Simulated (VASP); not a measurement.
Set up this calculation in VASP 6.6.1, as the native input.

| Property | Result |
| --- | --- |
| Task | single point |
| Functional | PBE |
| Potentials or basis | VASP PAW PBE potentials, release 64 (Mg, O) |
| Cutoff | 520 eV |
| k mesh | 9 × 9 × 8 |
| Occupations | gaussian, width 0.05 eV |
| Spin | no spin polarisation |
| Dipole correction | no |
| Further INCAR settings | ALGO = Normal; EDIFF = 1e-06; NBANDS = 11 |

The structure of MgO lies in POSCAR:

```
MgO
1.0
    2.9380209034      0.0000000000      0.0000000000
   -1.4690104517      2.5444007392      0.0000000000
    0.0000000000      0.0000000000      2.6796800000
Mg O
1 1
Direct
   -0.2200155080     -0.2358119107      0.0000000000
    0.3333333333      0.6666666667      0.5000000000
```

This cell differs from its parent crystal: atom 1 (Mg) moved by (-0.300, -0.600) A along x and y.

These files were run (other wordings do the same):

INCAR

```
SYSTEM = MgO
  PREC = Accurate
  ENCUT = 520
  EDIFF = 1E-6
  ISMEAR = 0
  SIGMA = 0.05
  LREAL = .FALSE.
  LASPH = .TRUE.
  NELM = 80
  ALGO = Normal
  ISIF = 2
  LWAVE = .FALSE.
  LCHARG = .TRUE.
  GGA = PE
  LELF = .TRUE.
  LVHAR = .TRUE.
  NBANDS = 11
```

KPOINTS

```
regular mesh
0
G
  9 9 8
  0 0 0
```

Potentials or basis: VASP PAW PBE potentials, release 64 (Mg, O).

The run is started by

```bash
$ cat potpaw_PBE.64/Mg/POTCAR potpaw_PBE.64/O/POTCAR > POTCAR
$ mpirun -np 1 vasp_std > vasp.out
```

It gave:

```json
{"Pressure": "24.3 GPa", "Largest force": "3.912 eV/Å", "Band gap on the k mesh": "2.40 eV, indirect (least direct gap 2.93 eV)"}
```

Caveat: the cell differs from its parent crystal (atom 1 (Mg) moved by (-0.300, -0.600) A along x and y); forces of over 1 eV/Å act on the atoms, so gaps and moduli don't describe the material at rest.

Run time: 22 s on 1 thread of Intel(R) Xeon(R) Platinum 8124M CPU @ 3.00GHz (Skylake/Cascade Lake), on a shared host, peak memory 0.17 GiB.
